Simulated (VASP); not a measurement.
# Ru (Im-3m) in VASP: single point with PBEsol

Aim: the single point of Ru with PBEsol.

Program: VASP 6.6.1. These are calculated values, not measurements. Logs are shortened: lines on timing, memory, paths and dates and some standing lists are left out, and cuts for length are marked.

### Step 1. The cell of the first run

The structure is cubic, space group Im-3m (No. 229). The conventional cell has a = 3.020 Å, b = 3.020 Å, c = 3.020 Å, α = 90.00°, β = 90.00°, γ = 90.00°. Ru (site symmetry m-3m) has 14 Ru at 2.62 to 3.02 Å within 3.4 Å.

### Step 2. Single point, PBEsol

Input file INCAR:

```
SYSTEM = Ru
ALGO     = Normal         ! electronic algorithm
EDIFF    = 1E-7           ! SCF threshold, eV
ENCUT    = 520            ! plane-wave cutoff, eV
GGA      = PS             ! functional
ISIF     = 2              ! what is computed and relaxed
ISMEAR   = -1             ! smearing method
LASPH    = .True.         ! aspherical terms in the spheres
LCHARG   = .True.         ! write CHGCAR
LELF     = .True.         ! ELF
LREAL    = .False.        ! projectors in reciprocal space
LVHAR    = .True.       
LWAVE    = .False.        ! write WAVECAR
NBANDS   = 13             ! bands
NELM     = 60             ! most SCF steps
PREC     = Accurate       ! precision mode
SIGMA    = 0.13605693000000002 ! smearing width, eV
```

Input file KPOINTS:

```
k-points
0
Gamma
  15 15 15
  0 0 0
```

Input file POSCAR:

```
Ru
1.0
   -1.5098609582      1.5098609582      1.5098609582
    1.5098609582     -1.5098609582      1.5098609582
    1.5098609582      1.5098609582     -1.5098609582
Ru
1
Direct
    0.0000000000      0.0000000000      0.0000000000
```

Potentials or basis: VASP PAW PBE potentials, release 64 (Ru_pv).

Started as:

```console
$ cat potpaw_PBE.64/Ru_pv/POTCAR > POTCAR
$ mpirun -np 1 vasp_std > vasp.out
```

OUTCAR:

```text
SYSTEM = Ru
   EDIFF = 1E-7
   ENCUT = 520
   GGA = PS
   ISIF = 2
   ISMEAR = -1
   LASPH = .True.
   LREAL = .False.
   NELM = 60
   PREC = Accurate

 ion  position               nearest neighbor table
   1  0.000  0.000  0.000-

  LATTYP: Found a body centered cubic cell.
 ALAT       =     3.0197219164

  Lattice vectors:

 A1 = (  -1.5098609582,   1.5098609582,   1.5098609582)
 A2 = (   1.5098609582,  -1.5098609582,   1.5098609582)
 A3 = (   1.5098609582,   1.5098609582,  -1.5098609582)

Analysis of symmetry for initial positions (statically):
=====================================================================
 Subroutine PRICEL returns:
 Original cell was already a primitive cell.

 Routine SETGRP: Setting up the symmetry group for a
 body centered cubic supercell.

 Subroutine GETGRP returns: Found 48 space group operations
 (whereof 48 operations were pure point group operations)
 out of a pool of 48 trial point group operations.

The static configuration has the point symmetry O_h .

Analysis of symmetry for dynamics (positions and initial velocities):
=====================================================================
 Subroutine PRICEL returns:
 Original cell was already a primitive cell.

 Routine SETGRP: Setting up the symmetry group for a
 body centered cubic supercell.

 Subroutine GETGRP returns: Found 48 space group operations
 (whereof 48 operations were pure point group operations)
 out of a pool of 48 trial point group operations.

The dynamic configuration has the point symmetry O_h .

 Subroutine INISYM returns: Found 48 space group operations
 (whereof 48 operations are pure point group operations),
 and found     1 'primitive' translations

----------------------------------------------------------------------------------------

                                     Primitive cell

  volume of cell :      13.7680

  direct lattice vectors                    reciprocal lattice vectors
    -1.509860958  1.509860958  1.509860958     0.000000000  0.331156321  0.331156321
     1.509860958 -1.509860958  1.509860958     0.331156321  0.000000000  0.331156321
     1.509860958  1.509860958 -1.509860958     0.331156321  0.331156321  0.000000000

  length of vectors
     2.615155892  2.615155892  2.615155892     0.468325760  0.468325760  0.468325760

  position of ions in fractional coordinates (direct lattice)
     0.000000000  0.000000000  0.000000000

  ion indices of the primitive-cell ions
   primitive index   ion index
                 1           1

----------------------------------------------------------------------------------------

 KPOINTS: k-points

Automatic generation of k-mesh.
 Grid dimensions read from file:
 generate k-points for:   15   15   15

 Generating k-lattice:

  Cartesian coordinates                     Fractional coordinates (reciprocal lattice)
     0.000000000  0.022077088  0.022077088     0.066666667  0.000000000  0.000000000
     0.022077088  0.000000000  0.022077088     0.000000000  0.066666667  0.000000000
     0.022077088  0.022077088  0.000000000     0.000000000  0.000000000  0.066666667

  Length of vectors
     0.031221717  0.031221717  0.031221717

  Shift w.r.t. Gamma in fractional coordinates (k-lattice)
     0.000000000  0.000000000  0.000000000

 Subroutine IBZKPT returns following result:
 ===========================================

 Found    120 irreducible k-points:

 Following reciprocal coordinates:
            Coordinates               Weight
  0.000000  0.000000  0.000000      1.000000
  0.066667  0.000000  0.000000     12.000000
  0.133333  0.000000  0.000000     12.000000
  0.200000  0.000000  0.000000     12.000000
  0.266667  0.000000  0.000000     12.000000
  0.333333  0.000000  0.000000     12.000000
[... 16 lines left out ...]
  0.333333  0.200000  0.000000     48.000000
  0.400000  0.200000 -0.000000     24.000000
 [... further k-points ...]
   k-points           NKPTS =    120   k-points in BZ     NKDIM =    120   number of bands    NBANDS=     13
   number of dos      NEDOS =    301   number of ions     NIONS =      1
   total plane-waves  NPLWV =   8000
   dimension x,y,z NGX =    20 NGY =   20 NGZ =   20
   dimension x,y,z NGXF=    40 NGYF=   40 NGZF=   40
   ions per type =               1
   NGX,Y,Z   is equivalent  to a cutoff of  12.71, 12.71, 12.71 a.u.
   NGXF,Y,Z  is equivalent  to a cutoff of  25.43, 25.43, 25.43 a.u.
 SYSTEM =  Ru
   PREC   = accura    normal or accurate (medium, high low for compatibility)
   ISTART =      0    job   : 0-new  1-cont  2-samecut
   ICHARG =      2    charge: 1-file 2-atom 10-const
   ISPIN  =      1    spin polarized calculation?
   LNONCOLLINEAR =      F non collinear calculations
   LSORBIT =      F    spin-orbit coupling
   LASPH  =      T    aspherical Exc in radial PAW
   ENCUT  =  520.0 eV  38.22 Ry    6.18 a.u.   4.86  4.86  4.86*2*pi/ulx,y,z
   NELM   =     60;   NELMIN=  2; NELMDL= -5     # of ELM steps
   EDIFF  = 0.1E-06   stopping-criterion for ELM
   LREAL  =      F    real-space projection
   EDIFFG = 0.1E-05   stopping-criterion for IOM
   NSW    =      0    number of steps for IOM
   IBRION =     -1    ionic relax: 0-MD 1-quasi-New 2-CG
   NFREE  =      0    steps in history (QN), initial steepest desc. (CG)
   ISIF   =      2    stress and relaxation
   ISYM   =      2    0-nonsym 1-usesym 2-fastsym
   POTIM  = 0.5000    time-step for ionic-motion
   TEBEG  =    0.0;   TEEND  =   0.0 temperature during run
   PSTRESS=    0.0 pullay stress
   NELECT =      14.0000    total number of electrons
   NUPDOWN=      -1.0000    fix difference up-down
   EMIN   =  10.00;   EMAX   =-10.00  energy-range for DOS
   EFERMI =   0.00;   METHOD = LEGACY
   ISMEAR =    -1;   SIGMA  =   0.14  broadening in eV -4-tet -1-fermi 0-gaus
   EFERMI_NEDOS =   21; number of points for ismear=-14 and -15
   IALGO  =     38    algorithm
   IMIX   =      4    mixing-type and parameters
     AMIX     =   0.40;   BMIX     =  1.00
     AMIX_MAG =   1.60;   BMIX_MAG =  1.00
  volume/ion in A,a.u.               =      13.77        92.91
  Fermi-wavevector in a.u.,A,eV,Ry     =   1.646243  3.110948 36.873358  2.710115
  Thomas-Fermi vector in A             =   2.735904
   LORBIT       =      0    0 simple, 1 ext, 2 COOP (PROOUT), +10 PAW based schemes
   GGA     = PS    functional components
   LHFCALC =     F    Hartree Fock is set to
   AEXX    =    0.0000 exact exchange contribution
   IVDW    =     0    specifies the selected vdW correction
   LEPSILON=     F    determine dielectric tensor
   LRPA    =     F    only Hartree local field effects (RPA)
 non-spin polarized calculation
  energy-cutoff  :      520.00
  volume of cell :       13.77
 maximum number of plane-waves:       382
   NGX =  9   NGY =  9   NGZ =  9

 number of electron      13.9999996 magnetization

 Free energy of the ion-electron system (eV)
  ---------------------------------------------------
  ext. energy  EPLUGINS =         0.00000000
  ---------------------------------------------------
  free energy    TOTEN  =        -9.56775910 eV

  energy without entropy =       -9.45524020  energy(sigma->0) =       -9.51149965

 E-fermi :  12.6083     XC(G=0): -14.1834

 val. band max:       12.5953447533   @ k =   0.3333   0.1333   0.0667
 cond. band min:      12.6158185620   @ k =   0.2000   0.1333   0.1333
 fundamental gap:      0.0204738087
 Fermi energy:        12.6083261867

 k-point     1 :       0.0000    0.0000    0.0000
  band No.  band energies     occupation
      1     -29.9026      2.00000
      2     -29.9026      2.00000
      3     -29.9026      2.00000
      4       4.4591      2.00000
      5       9.7399      2.00000
      6       9.7399      2.00000
      7       9.7399      2.00000
      8      12.5145      1.33179
      9      12.5145      1.33179
     10      22.9962      0.00000
     11      29.7230      0.00000
     12      29.7230      0.00000
     13      29.7230      0.00000

 k-point     2 :       0.0667    0.0000    0.0000
  band No.  band energies     occupation
      1     -29.9500      2.00000
      2     -29.9177      2.00000
      3     -29.9028      2.00000
      4       4.6575      2.00000
      5       9.6473      2.00000
      6       9.7332      2.00000
      7       9.9115      2.00000
      8      12.3923      1.66056
      9      12.5200      1.31371
     10      22.9961      0.00000
     11      29.8328      0.00000
     12      29.9498      0.00000
     13      30.0338      0.00000

 k-point     3 :       0.1333    0.0000    0.0000
  band No.  band energies     occupation
      1     -30.0826      2.00000
      2     -29.9603      2.00000
      3     -29.9032      2.00000
      4       5.2116      2.00000
      5       9.3948      2.00000
      6       9.6963      2.00000
      7      10.4148      2.00000
      8      12.1444      1.93600
      9      12.5423      1.23805
     10      22.9961      0.00000
     11      29.9998      0.00000
     12      30.3425      0.00000
     13      30.9316      0.00000
[... 305 lines left out ...]
 k-point    23 :       0.3333    0.2000    0.0000
  band No.  band energies     occupation
      1     -30.7995      2.00000
      2     -30.3588      2.00000
      3     -30.0056      2.00000
      4       7.2710      2.00000
      5       8.3203      2.00000
      6      10.2770      2.00000
      7      12.3502      1.73907
      8      13.3334      0.00965
      9      17.8948      0.00000
     10      22.9776      0.00000
     11      23.4864      0.00000
     12      26.0165      0.00000
     13      30.1253      0.00000

 k-point    24 :       0.4000    0.2000   -0.0000
  band No.  band energies     occupation
      1     -30.8163      2.00000
      2     -30.3876      2.00000
      3     -30.0076      2.00000
      4       7.2065      2.00000
      5       8.2909      2.00000
      6      10.4539      2.00000
      7      12.4285      1.57885
      8      13.4455      0.00424
      9      18.7378      0.00000
     10      22.4815      0.00000
     11      23.0155      0.00000
     12      25.6686      0.00000
     13      29.9111      0.00000

 [... further k-points ...]

------------------------ aborting loop because EDIFF is reached ----------------------------------------

  FORCE on cell =-STRESS in cart. coord.  units (eV):
  Direction    XX          YY          ZZ          XY          YZ          ZX
  --------------------------------------------------------------------------------------
  -------------------------------------------------------------------------------------
  Total        0.0323496      0.0323496      0.0323496      0.0000000      0.0000000     -0.0000000
  in kB        3.7645149      3.7645149      3.7645149      0.0000000      0.0000000     -0.0000000
  external PRESSURE =       3.7645149 kB  Pullay stress =       0.0000000 kB

 VOLUME and BASIS-vectors are now :
 -----------------------------------------------------------------------------
  energy-cutoff  :      520.00
  volume of cell :       13.77
      direct lattice vectors                 reciprocal lattice vectors
    -1.509860958  1.509860958  1.509860958     0.000000000  0.331156321  0.331156321
     1.509860958 -1.509860958  1.509860958     0.331156321  0.000000000  0.331156321
     1.509860958  1.509860958 -1.509860958     0.331156321  0.331156321  0.000000000

 POSITION                                       TOTAL-FORCE (eV/Angst)
 -----------------------------------------------------------------------------------
      0.00000      0.00000      0.00000         0.000000      0.000000      0.000000
 -----------------------------------------------------------------------------------
    total drift:                                0.000000     -0.000000      0.000000

  FREE ENERGIE OF THE ION-ELECTRON SYSTEM (eV)
  ---------------------------------------------------
  free  energy   TOTEN  =        -9.5677591044 eV

  energy  without entropy=       -9.4552401979  energy(sigma->0) =       -9.51149965
```

Run time: 31 s. Hardware: 1 thread of Intel Xeon 8259CL, shared host; peak memory 0.14 GiB.

What came out:

```yaml
Free_energy: -9.5678 eV
Pressure: 0.4 GPa
Band_gap_on_the_k_mesh: zero (band 7 reaches 14.31 eV, above the bottom of band 8 at 11.03 eV)
```

Levels at points of the mesh, in eV from the Fermi level:
| k point | band 3 | band 4 | band 5 | band 6 | band 7 | band 8 | band 9 | band 10 | band 11 | band 12 |
| --- | --- | --- | --- | --- | --- | --- | --- | --- | --- | --- |
| (0.00, 0.00, 0.00) | -42.51 | -8.15 | -2.87 | -2.87 | -2.87 | -0.09 | -0.09 | 10.39 | 17.11 | 17.11 |

Caveat: the PAW data sets were made with another functional, which shifts forces and pressure a little.
